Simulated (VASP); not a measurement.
# Li2S (Fm-3m) in VASP: further runs, part 2 of 2

VASP 6.6.1. The steps go on from the part before.

**3. Single point, LDA**

Contents of INCAR:

```
PREC     = Accurate       # precision mode
ENCUT    = 750            # plane-wave cutoff, eV
EDIFF    = 1E-6           # SCF threshold, eV
ISMEAR   = 0              # smearing method
SIGMA    = 0.01           # smearing width, eV
LREAL    = False          # projectors in reciprocal space
LASPH    = True           # aspherical terms in the spheres
NELM     = 120            # most SCF steps
ALGO     = Normal         # electronic algorithm
ISIF     = 2              # what is computed and relaxed
LWAVE    = False          # write WAVECAR
LCHARG   = True           # write CHGCAR
LELF     = True           # ELF
LVHAR    = True         
NBANDS   = 13             # bands
GGA_COMPAT= False
```

Contents of KPOINTS:

```
Automatic mesh
0
Gamma
  6 6 6
```

Contents of POSCAR:

```
Li2S
1.0
    0.0000000000      2.8452942165      2.8452942165
    2.8452942165      0.0000000000      2.8452942165
    2.8452942165      2.8452942165      0.0000000000
S Li
1 2
Direct
    0.0000000000      0.0000000000      0.0000000000
    0.2500000000      0.2500000000      0.2500000000
    0.7500000000      0.7500000000      0.7500000000
```

Potentials or basis: VASP PAW LDA potentials, release 64 (S, Li_sv).

On the command line:

```sh
cat potpaw_LDA.64/S/POTCAR potpaw_LDA.64/Li_sv/POTCAR > POTCAR
mpirun -np 1 vasp_std > vasp.out
```

OUTCAR:

```text
PREC = Accurate
   ENCUT = 750
   EDIFF = 1E-6
   ISMEAR = 0
   LREAL = False
   LASPH = True
   NELM = 120
   ISIF = 2

 ion  position               nearest neighbor table
   1  0.000  0.000  0.000-   3 2.46   3 2.46   3 2.46   2 2.46   3 2.46   2 2.46   2 2.46   2 2.46

   2  0.250  0.250  0.250-   1 2.46   1 2.46   1 2.46   1 2.46
   3  0.750  0.750  0.750-   1 2.46   1 2.46   1 2.46   1 2.46

  LATTYP: Found a face centered cubic cell.
 ALAT       =     5.6905884330

  Lattice vectors:

 A1 = (   0.0000000000,   2.8452942165,   2.8452942165)
 A2 = (   2.8452942165,   0.0000000000,   2.8452942165)
 A3 = (   2.8452942165,   2.8452942165,   0.0000000000)

Analysis of symmetry for initial positions (statically):
=====================================================================
 Subroutine PRICEL returns:
 Original cell was already a primitive cell.

 Routine SETGRP: Setting up the symmetry group for a
 face centered cubic supercell.

 Subroutine GETGRP returns: Found 48 space group operations
 (whereof 48 operations were pure point group operations)
 out of a pool of 48 trial point group operations.

The static configuration has the point symmetry O_h .

Analysis of symmetry for dynamics (positions and initial velocities):
=====================================================================
 Subroutine PRICEL returns:
 Original cell was already a primitive cell.

 Routine SETGRP: Setting up the symmetry group for a
 face centered cubic supercell.

 Subroutine GETGRP returns: Found 48 space group operations
 (whereof 48 operations were pure point group operations)
 out of a pool of 48 trial point group operations.

The dynamic configuration has the point symmetry O_h .

 Subroutine INISYM returns: Found 48 space group operations
 (whereof 48 operations are pure point group operations),
 and found     1 'primitive' translations

----------------------------------------------------------------------------------------

                                     Primitive cell

[... 114 lines left out ...]
 non-spin polarized calculation
 Gauss-broadening in eV      SIGMA  =   0.01
  energy-cutoff  :      750.00
  volume of cell :       46.07
 maximum number of plane-waves:      2174
   NGX = 17   NGY = 17   NGZ = 17

 number of electron      11.9999998 magnetization

 Free energy of the ion-electron system (eV)
  ---------------------------------------------------
  ext. energy  EPLUGINS =         0.00000000
  ---------------------------------------------------
  free energy    TOTEN  =       -12.98796827 eV

  energy without entropy =      -12.98796827  energy(sigma->0) =      -12.98796827

 E-fermi :   1.5003     XC(G=0):  -8.8369

 val. band max:        1.4070040741   @ k =   0.0000   0.0000   0.0000
 cond. band min:       4.5739049254   @ k =   0.5000   0.5000   0.0000
 fundamental gap:      3.1669008513
 Fermi energy:         1.5002552661

 k-point     1 :       0.0000    0.0000    0.0000
  band No.  band energies     occupation
      1     -41.7844      2.00000
      2     -41.7354      2.00000
      3      -9.5780      2.00000
      4       1.4070      2.00000
      5       1.4070      2.00000
      6       1.4070      2.00000
      7       5.4904      0.00000
      8       7.4252      0.00000
      9       7.4252      0.00000
     10       7.4252      0.00000
     11      12.5396      0.00000
     12      12.5396      0.00000
     13      13.5577      0.00000
[... 226 lines left out ...]
  band No.  band energies     occupation
      1     -41.7627      2.00000
      2     -41.7546      2.00000
      3      -9.0031      2.00000
      4      -0.6331      2.00000
      5      -0.3450      2.00000
      6      -0.2722      2.00000
      7       5.8963      0.00000
      8       9.2280      0.00000
      9       9.5521      0.00000
     10      11.3532      0.00000
     11      12.6442      0.00000
     12      13.5770      0.00000
     13      13.8948      0.00000

------------------------ aborting loop because EDIFF is reached ----------------------------------------

  FORCE on cell =-STRESS in cart. coord.  units (eV):
  Direction    XX          YY          ZZ          XY          YZ          ZX
  --------------------------------------------------------------------------------------
  -------------------------------------------------------------------------------------
  Total       -0.7920578     -0.7920578     -0.7920578      0.0000000      0.0000000      0.0000000
  in kB      -27.5458338    -27.5458338    -27.5458338      0.0000000      0.0000000      0.0000000
  external PRESSURE =     -27.5458338 kB  Pullay stress =       0.0000000 kB

 VOLUME and BASIS-vectors are now :
 -----------------------------------------------------------------------------
  energy-cutoff  :      750.00
  volume of cell :       46.07
      direct lattice vectors                 reciprocal lattice vectors
     0.000000000  2.845294217  2.845294217    -0.175728751  0.175728751  0.175728751
     2.845294217  0.000000000  2.845294217     0.175728751 -0.175728751  0.175728751
     2.845294217  2.845294217  0.000000000     0.175728751  0.175728751 -0.175728751

 POSITION                                       TOTAL-FORCE (eV/Angst)
 -----------------------------------------------------------------------------------
      0.00000      0.00000      0.00000         0.000000      0.000000      0.000000
      1.42265      1.42265      1.42265        -0.000000     -0.000000     -0.000000
      4.26794      4.26794      4.26794        -0.000000      0.000000     -0.000000
 -----------------------------------------------------------------------------------
    total drift:                                0.000000      0.000000      0.000000

  FREE ENERGIE OF THE ION-ELECTRON SYSTEM (eV)
  ---------------------------------------------------
  free  energy   TOTEN  =       -12.9879682748 eV

  energy  without entropy=      -12.9879682748  energy(sigma->0) =      -12.98796827
```

Wall time 27 s (1 thread of Intel Xeon 8259CL, shared host); peak memory 0.17 GiB.

Results:

```yaml
Free_energy: -12.9880 eV
Pressure: -2.8 GPa
Band_gap_on_the_k_mesh: 3.17 eV (least direct gap 4.08 eV)
```

Levels at points of the mesh, in eV from the valence-band top:
```tsv
k point	band 4	band 5	band 6	band 7	band 8	band 9
(0.00, 0.00, 0.00)	0.00	0.00	0.00	4.08	6.02	6.02
(0.50, 0.00, 0.00)	-2.95	-0.53	-0.53	5.94	6.38	6.38
(0.50, 0.50, 0.00)	-2.20	-1.47	-1.47	3.17	6.98	10.85
```

Caveat: the structure was generated, so it needn't be the stable form of Li2S.
